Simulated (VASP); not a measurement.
# SiC20 in VASP: single point with LDA

Aim: the single point of SiC20 with LDA.

Program: VASP 6.6.1. These are calculated values, not measurements. Logs are shortened: lines on timing, memory, paths and dates and some standing lists are left out, and cuts for length are marked.

## Step 1: The cell of the first run

The cell holds a wire or tube with vacuum around it, 21 atoms: a = 8.468 Å, b = 8.869 Å, c = 20.239 Å, α = 90.00°, β = 90.00°, γ = 103.81°.

## Step 2: Single point, LDA

Input file INCAR:

```
SYSTEM = SiC20
PREC = Accurate ; ENCUT = 520
EDIFF = 1E-7 ; ISMEAR = 0
SIGMA = 0.1 ; LREAL = Auto
LASPH = .TRUE. ; NELM = 60
ALGO = Normal ; ISIF = 2
LWAVE = .FALSE. ; LCHARG = .FALSE.
LDIPOL = .TRUE. ; IDIPOL = 3
DIPOL = 0.5 0.5 0.323 ; GGA = CA
NBANDS = 58
```

Input file KPOINTS:

```
regular mesh
0
G
  4 3 1
  0 0 0
```

Input file POSCAR:

```
SiC20
1.0
    8.4678362259      0.0000000000      0.0000000000
   -2.1169590565      8.6125407578      0.0000000000
    0.0000000000      0.0000000000     20.2388522190
C Si
20 1
Direct
    0.0782985465      0.9798608525      0.1976396664
    0.5782985464      0.9798608525      0.1976396664
    0.4116318798      0.9798608525      0.1976396664
    0.9116318798      0.9798608525      0.1976396664
    0.3232637596      0.9597217051      0.2574185988
    0.8232637596      0.9597217051      0.2574185988
    0.1565970930      0.9597217051      0.2574185988
    0.6565970930      0.9597217051      0.2574185988
    0.0672158667      0.9395274142      0.3171015104
    0.5672158667      0.9395274142      0.3171015104
    0.4025481500      0.9395274607      0.3171013842
    0.9025481500      0.9395274607      0.3171013842
    0.3115631202      0.9192172007      0.3770359519
    0.8115631202      0.9192172007      0.3770359519
    0.1480469498      0.9192171170      0.3770361882
    0.6480469498      0.9192171170      0.3770361882
    0.0480834488      0.9006588100      0.4317859592
    0.5480834488      0.9006588100      0.4317859592
    0.4022483205      0.9006591698      0.4317856780
    0.9022483205      0.9006591698      0.4317856780
    0.4230834488      1.6506588100      0.4538603742
```

Potentials or basis: VASP PAW LDA potentials, release 64 (C, Si).

Started as:

```console
cat potpaw_LDA.64/C/POTCAR potpaw_LDA.64/Si/POTCAR > POTCAR
mpirun -np 1 vasp_std > vasp.out
```

OUTCAR:

```text
SYSTEM = SiC20
   PREC = Accurate
   ENCUT = 520
   EDIFF = 1E-7
   ISMEAR = 0
   LREAL = Auto
   LASPH = .TRUE.
   NELM = 60
   ISIF = 2
   GGA = CA

 ion  position               nearest neighbor table
   1  0.078  0.980  0.198-   7 1.41   4 1.41
   2  0.578  0.980  0.198-   8 1.41   3 1.41
   3  0.412  0.980  0.198-   5 1.41   2 1.41
   4  0.912  0.980  0.198-   6 1.41   1 1.41
   5  0.323  0.960  0.257-   3 1.41   7 1.41  11 1.41
   6  0.823  0.960  0.257-   4 1.41   8 1.41  12 1.41
   7  0.157  0.960  0.257-   1 1.41   5 1.41   9 1.41
   8  0.657  0.960  0.257-   2 1.41   6 1.41  10 1.41
   9  0.067  0.940  0.317-  12 1.39   7 1.41  15 1.43
  10  0.567  0.940  0.317-  11 1.39   8 1.41  16 1.43
  11  0.403  0.940  0.317-  10 1.39   5 1.41  13 1.43
  12  0.903  0.940  0.317-   9 1.39   6 1.41  14 1.43
  13  0.312  0.919  0.377-  19 1.38  15 1.38  11 1.43
  14  0.812  0.919  0.377-  20 1.38  16 1.38  12 1.43
  15  0.148  0.919  0.377-  17 1.38  13 1.38   9 1.43
  16  0.648  0.919  0.377-  18 1.38  14 1.38  10 1.43
  17  0.048  0.901  0.432-  20 1.23  15 1.38
  18  0.548  0.901  0.432-  19 1.23  16 1.38  21 2.26
  19  0.402  0.901  0.432-  18 1.23  13 1.38  21 2.31
  20  0.902  0.901  0.432-  17 1.23  14 1.38
  21  0.423  0.651  0.454-  18 2.26  19 2.31

  LATTYP: Found a simple monoclinic cell.
 ALAT       =     8.4678362259
 B/A-ratio  =     2.3900854574
 C/A-ratio  =     1.0473631062
 COS(beta)  =    -0.2386946786

  Lattice vectors:

 A1 = (   8.4678362259,   0.0000000000,   0.0000000000)
 A2 = (   0.0000000000,   0.0000000000, -20.2388522190)
 A3 = (  -2.1169590565,   8.6125407578,   0.0000000000)

Analysis of symmetry for initial positions (statically):
=====================================================================
 Subroutine PRICEL returns:
 Original cell was already a primitive cell.

 Routine SETGRP: Setting up the symmetry group for a
 simple monoclinic supercell.

 Subroutine GETGRP returns: Found  1 space group operations
 (whereof  1 operations were pure point group operations)
 out of a pool of  4 trial point group operations.

The static configuration has the point symmetry C_1 .

Analysis of symmetry for dynamics (positions and initial velocities):
=====================================================================
 Subroutine PRICEL returns:
 Original cell was already a primitive cell.

 Routine SETGRP: Setting up the symmetry group for a
 simple monoclinic supercell.

 Subroutine GETGRP returns: Found  1 space group operations
 (whereof  1 operations were pure point group operations)
 out of a pool of  4 trial point group operations.

The dynamic configuration has the point symmetry C_1 .

 Subroutine INISYM returns: Found  1 space group operations
 (whereof  1 operations are pure point group operations),
 and found     1 'primitive' translations

----------------------------------------------------------------------------------------

                                     Primitive cell

  volume of cell :    1476.0111

  direct lattice vectors                    reciprocal lattice vectors
     8.467836226  0.000000000  0.000000000     0.118093923  0.029027439  0.000000000
    -2.116959056  8.612540758  0.000000000     0.000000000  0.116109755  0.000000000
     0.000000000  0.000000000 20.238852219     0.000000000  0.000000000  0.049409917

  length of vectors
     8.467836226  8.868899253 20.238852219     0.121609074  0.116109755  0.049409917

  position of ions in fractional coordinates (direct lattice)
     0.078298547  0.979860853  0.197639666
     0.578298546  0.979860853  0.197639666
     0.411631880  0.979860853  0.197639666
     0.911631880  0.979860853  0.197639666
     0.323263760  0.959721705  0.257418599
     0.823263760  0.959721705  0.257418599
[... 13 lines left out ...]
     0.902248321  0.900659170  0.431785678
     0.423083449  0.650658810  0.453860374

  ion indices of the primitive-cell ions
   primitive index   ion index
                 1           1
                 2           2
                 3           3
                 4           4
                 5           5
                 6           6
[... 13 lines left out ...]
                20          20
                21          21

----------------------------------------------------------------------------------------

 KPOINTS: regular mesh

Automatic generation of k-mesh.
 Grid dimensions read from file:
 generate k-points for:    4    3    1

 Generating k-lattice:

  Cartesian coordinates                     Fractional coordinates (reciprocal lattice)
     0.029523481  0.007256860  0.000000000     0.250000000  0.000000000  0.000000000
     0.000000000  0.038703252  0.000000000     0.000000000  0.333333333  0.000000000
     0.000000000  0.000000000  0.049409917     0.000000000  0.000000000  1.000000000

  Length of vectors
     0.030402268  0.038703252  0.049409917

  Shift w.r.t. Gamma in fractional coordinates (k-lattice)
     0.000000000  0.000000000  0.000000000

 Subroutine IBZKPT returns following result:
 ===========================================

 Found      7 irreducible k-points:

 Following reciprocal coordinates:
            Coordinates               Weight
  0.000000  0.000000  0.000000      1.000000
  0.250000  0.000000  0.000000      2.000000
  0.500000  0.000000  0.000000      1.000000
  0.000000  0.333333  0.000000      2.000000
  0.250000  0.333333  0.000000      2.000000
  0.500000  0.333333  0.000000      2.000000
 -0.250000  0.333333  0.000000      2.000000
   k-points           NKPTS =      7   k-points in BZ     NKDIM =      7   number of bands    NBANDS=     58
   number of dos      NEDOS =    301   number of ions     NIONS =     21
   total plane-waves  NPLWV = 716800
   dimension x,y,z NGX =    64 NGY =   70 NGZ =  160
   dimension x,y,z NGXF=   128 NGYF=  140 NGZF=  320
   ions per type =              20   1
   NGX,Y,Z   is equivalent  to a cutoff of  12.56, 13.12, 13.14 a.u.
   NGXF,Y,Z  is equivalent  to a cutoff of  25.13, 26.24, 26.29 a.u.
 SYSTEM =  SiC20
   PREC   = accura    normal or accurate (medium, high low for compatibility)
   ISTART =      0    job   : 0-new  1-cont  2-samecut
   ICHARG =      2    charge: 1-file 2-atom 10-const
   ISPIN  =      1    spin polarized calculation?
   LNONCOLLINEAR =      F non collinear calculations
   LSORBIT =      F    spin-orbit coupling
   LASPH  =      T    aspherical Exc in radial PAW
   ENCUT  =  520.0 eV  38.22 Ry    6.18 a.u.  15.74 16.49 37.63*2*pi/ulx,y,z
   NELM   =     60;   NELMIN=  2; NELMDL= -5     # of ELM steps
   EDIFF  = 0.1E-06   stopping-criterion for ELM
   LREAL  =      T    real-space projection
   EDIFFG = 0.1E-05   stopping-criterion for IOM
   NSW    =      0    number of steps for IOM
   IBRION =     -1    ionic relax: 0-MD 1-quasi-New 2-CG
   NFREE  =      0    steps in history (QN), initial steepest desc. (CG)
   ISIF   =      2    stress and relaxation
   ISYM   =      2    0-nonsym 1-usesym 2-fastsym
   POTIM  = 0.5000    time-step for ionic-motion
   TEBEG  =    0.0;   TEEND  =   0.0 temperature during run
   PSTRESS=    0.0 pullay stress
   NELECT =      84.0000    total number of electrons
   NUPDOWN=      -1.0000    fix difference up-down
   EMIN   =  10.00;   EMAX   =-10.00  energy-range for DOS
   EFERMI =   0.00;   METHOD = LEGACY
   ISMEAR =     0;   SIGMA  =   0.10  broadening in eV -4-tet -1-fermi 0-gaus
   EFERMI_NEDOS =   21; number of points for ismear=-14 and -15
   IALGO  =     38    algorithm
   IMIX   =      4    mixing-type and parameters
     AMIX     =   0.40;   BMIX     =  1.00
     AMIX_MAG =   1.60;   BMIX_MAG =  1.00
  volume/ion in A,a.u.               =      70.29       474.31
  Fermi-wavevector in a.u.,A,eV,Ry     =   0.629706  1.189972  5.395119  0.396530
  Thomas-Fermi vector in A             =   1.692088
   LORBIT       =      0    0 simple, 1 ext, 2 COOP (PROOUT), +10 PAW based schemes
   GGA     = CA    functional components
   LHFCALC =     F    Hartree Fock is set to
   AEXX    =    0.0000 exact exchange contribution
   IVDW    =     0    specifies the selected vdW correction
   LEPSILON=     F    determine dielectric tensor
   LRPA    =     F    only Hartree local field effects (RPA)
 non-spin polarized calculation
 Gauss-broadening in eV      SIGMA  =   0.10
  energy-cutoff  :      520.00
  volume of cell :     1476.01
 maximum number of plane-waves:     39759
 NGX is ok and might be reduce to    64
   NGX = 31   NGY = 33   NGZ = 75

 dipolmoment           0.000000      0.000000      0.000020 electrons x Angstroem

 number of electron      83.9999996 magnetization

 dipolmoment           0.000000      0.000000     -0.534515 electrons x Angstroem

 Free energy of the ion-electron system (eV)
  ---------------------------------------------------
  ext. energy  EPLUGINS =         0.00000000
  ---------------------------------------------------
  free energy    TOTEN  =      -184.26460098 eV

  energy without entropy =     -184.24007654  energy(sigma->0) =     -184.25233876

 E-fermi :  -4.0900     XC(G=0):  -2.2532

 val. band max:       -4.1297473770   @ k =   0.0000   0.0000   0.0000
 cond. band min:      -4.0493317736   @ k =   0.0000   0.0000   0.0000
 fundamental gap:      0.0804156034
 Fermi energy:        -4.0899515930

 k-point     1 :       0.0000    0.0000    0.0000
  band No.  band energies     occupation
      1     -22.8136      2.00000
      2     -21.5892      2.00000
      3     -21.1577      2.00000
      4     -20.9686      2.00000
      5     -19.8489      2.00000
      6     -19.2349      2.00000
[... 46 lines left out ...]
     53      -0.0426      0.00000
     54       0.0693      0.00000

 k-point     2 :       0.2500    0.0000    0.0000
  band No.  band energies     occupation
      1     -22.7273      2.00000
      2     -22.0102      2.00000
      3     -20.9327      2.00000
      4     -20.5894      2.00000
      5     -20.1152      2.00000
      6     -18.8071      2.00000
[... 46 lines left out ...]
     53      -0.2157      0.00000
     54       0.1405      0.00000

 k-point     3 :       0.5000    0.0000    0.0000
  band No.  band energies     occupation
      1     -22.5339      2.00000
      2     -22.3678      2.00000
      3     -20.7931      2.00000
      4     -20.5390      2.00000
      5     -19.5643      2.00000
      6     -19.5302      2.00000
[... 46 lines left out ...]
     53      -0.2135      0.00000
     54      -0.1156      0.00000

 k-point     4 :       0.0000    0.3333    0.0000
  band No.  band energies     occupation
      1     -22.8136      2.00000
      2     -21.5892      2.00000
      3     -21.1577      2.00000
      4     -20.9686      2.00000
      5     -19.8489      2.00000
      6     -19.2349      2.00000
[... 46 lines left out ...]
     53      -0.0084      0.00000
     54       0.3366      0.00000

 k-point     5 :       0.2500    0.3333    0.0000
  band No.  band energies     occupation
      1     -22.7273      2.00000
      2     -22.0102      2.00000
      3     -20.9327      2.00000
      4     -20.5894      2.00000
      5     -20.1152      2.00000
      6     -18.8071      2.00000
[... 46 lines left out ...]
     53      -0.2159      0.00000
     54       0.5565      0.00000

 k-point     6 :       0.5000    0.3333    0.0000
  band No.  band energies     occupation
      1     -22.5339      2.00000
      2     -22.3678      2.00000
      3     -20.7931      2.00000
      4     -20.5390      2.00000
      5     -19.5643      2.00000
      6     -19.5302      2.00000
[... 46 lines left out ...]
     53      -0.2049      0.00000
     54      -0.1500      0.00000

 k-point     7 :      -0.2500    0.3333    0.0000
  band No.  band energies     occupation
      1     -22.7273      2.00000
      2     -22.0102      2.00000
      3     -20.9327      2.00000
      4     -20.5893      2.00000
      5     -20.1152      2.00000
      6     -18.8071      2.00000
[... 46 lines left out ...]
     53      -0.2129      0.00000
     54       0.3435      0.00000
 [bands above 54 left out]

------------------------ aborting loop because EDIFF is reached ----------------------------------------

 vacuum level on the upper side and lower side of the slab       (xc-potential included)        -0.697         0.590

  FORCE on cell =-STRESS in cart. coord.  units (eV):
  Direction    XX          YY          ZZ          XY          YZ          ZX
  --------------------------------------------------------------------------------------
  -------------------------------------------------------------------------------------
  Total        3.4068477     -7.8076289     -0.9649300      0.2479188      0.0526870     -0.0809405
  in kB        3.6980577     -8.4750082     -1.0474101      0.2691104      0.0571905     -0.0878591
  external PRESSURE =      -1.9414535 kB  Pullay stress =       0.0000000 kB

 VOLUME and BASIS-vectors are now :
 -----------------------------------------------------------------------------
  energy-cutoff  :      520.00
  volume of cell :     1476.01
      direct lattice vectors                 reciprocal lattice vectors
     8.467836226  0.000000000  0.000000000     0.118093923  0.029027439  0.000000000
    -2.116959056  8.612540758  0.000000000     0.000000000  0.116109755  0.000000000
     0.000000000  0.000000000 20.238852219     0.000000000  0.000000000  0.049409917

 POSITION                                       TOTAL-FORCE (eV/Angst)
 -----------------------------------------------------------------------------------
     -1.41131      8.43909      4.00000        -6.998237     -0.171999      1.090052
      2.82261      8.43909      4.00000        -6.795969     -0.163913      1.081897
      1.41131      8.43909      4.00000         6.797043     -0.197913      1.083688
      5.64522      8.43909      4.00000         6.989945     -0.153384      1.101884
      0.70565      8.26564      5.20986        -0.415099      0.204703     -1.204483
      4.93957      8.26564      5.20986        -0.399501      0.168662     -1.145296
[... 13 lines left out ...]
      5.73343      7.75696      8.73885        -0.135549     -0.091081      0.302920
      2.20518      5.60383      9.18561        -0.120890      3.661643      0.005308
 -----------------------------------------------------------------------------------
    total drift:                                0.005913      0.001136     -0.026620

  FREE ENERGIE OF THE ION-ELECTRON SYSTEM (eV)
  ---------------------------------------------------
  free  energy   TOTEN  =      -184.2646009784 eV

  energy  without entropy=     -184.2400765377  energy(sigma->0) =     -184.25233876

 vacuum level on the upper side and lower side of the slab         0.663         1.988
```

Run time: 40 min. Hardware: 1 thread of Intel Xeon 8259CL, shared host; peak memory 1 GiB.

What came out:

* Free energy: -184.2646 eV
* Largest force: 7.085 eV/Å
* Band gap on the k mesh: 0.08 eV

Forces in eV/Å, atoms in the order of the input:
```
C   -6.998 -0.172  1.090
C   -6.796 -0.164  1.082
C    6.797 -0.198  1.084
C    6.990 -0.153  1.102
C   -0.415  0.205 -1.204
C   -0.400  0.169 -1.145
C    0.401  0.170 -1.136
C    0.411  0.184 -1.202
C   -0.004  0.025 -0.111
C    0.515  0.099 -0.016
C   -0.498  0.109  0.006
C    0.007  0.008 -0.104
C   -0.276  0.784 -1.167
C   -0.446 -0.021 -0.039
C    0.459 -0.022 -0.042
C    0.301  0.821 -1.266
C    0.131 -0.079  0.309
C    5.301 -2.728  1.235
C   -5.224 -2.606  1.219
C   -0.136 -0.091  0.303
Si  -0.121  3.662  0.005
```
